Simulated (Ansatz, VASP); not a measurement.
**HfN in VASP and in Ansatz**

The input INCAR:

```
SYSTEM = HfN
ALGO = Normal
EDIFF = 1E-7
ENCUT = 520
GGA = CA
ISIF = 2
ISMEAR = 0
LASPH = .True.
LCHARG = .True.
LELF = .True.
LREAL = .False.
LVHAR = .True.
LWAVE = .False.
NBANDS = 14
NELM = 100
PREC = Accurate
SIGMA = 0.15
```

File KPOINTS:

```
k-points
0
Gamma
  16 16 16
  0 0 0
```

File POSCAR:

```
HfN
1.0
    0.0000000000      2.3934514500      2.3320809000
    2.3934514500      0.0000000000      2.3320809000
    2.3934514500      2.3934514500      0.0000000000
Hf N
1 1
Direct
    0.0000000000      0.0000000000      0.0000000000
    0.7500000000      0.7500000000      0.7500000000
```

Input for Ansatz:

```yaml
crystal:
  lattice:
    - [0.0, 2.39345145, 2.3320809]
    - [2.39345145, 0.0, 2.3320809]
    - [2.39345145, 2.39345145, 0.0]
  atoms:
    - { symbol: Hf, position: [0.0, 0.0, 0.0] }
    - { symbol: "N", position: [0.75, 0.75, 0.75] }
basis:
  ecutwfc: 420
kpoints:
  mp_grid: { grid: [16, 16, 16] }
hamiltonian:
  xc: lda
scf:
  occupations: { method: gaussian, width: 0.15 }
output:
  forces: true
  stress: true
  eigenvalues: true
```

Change from the starting cell: strain -0.025 along x and y, -0.050 along z, atoms carried along.

Alike in both runs: task single point; functional LDA; k mesh 16 × 16 × 16; occupations gaussian, width 0.15 eV; no spin polarisation.

```csv
,VASP,Ansatz
version,VASP 6.6.1,Ansatz 0.2.0
potentials or method,"VASP PAW LDA potentials, release 64 (Hf_pv, N), cutoff 520 eV","scalar-relativistic, plane waves, PAW"
valence electrons in the cell,15,31
```

Ansatz gave:

- gap on the k mesh at the Fermi level (eV): none
- pressure (GPa): 12.5
- traceless stress, the component that is largest in VASP (GPa): 2.51

Task: What did VASP give for the same quantities?

Result: gap on the k mesh at the Fermi level (eV): none; pressure (GPa): 12.6; traceless stress, the component that is largest in VASP (GPa): 2.47.

LDA's correlation is that of Perdew and Zunger in VASP and of Perdew and Wang (1992) in Ansatz. A gap of «none» marks a metal or a gap that the smearing closes. VASP's potentials hold 15 valence electrons a cell and Ansatz's 31, so a difference there can come from the potentials and not from the codes.

Spin-orbit coupling is off throughout.
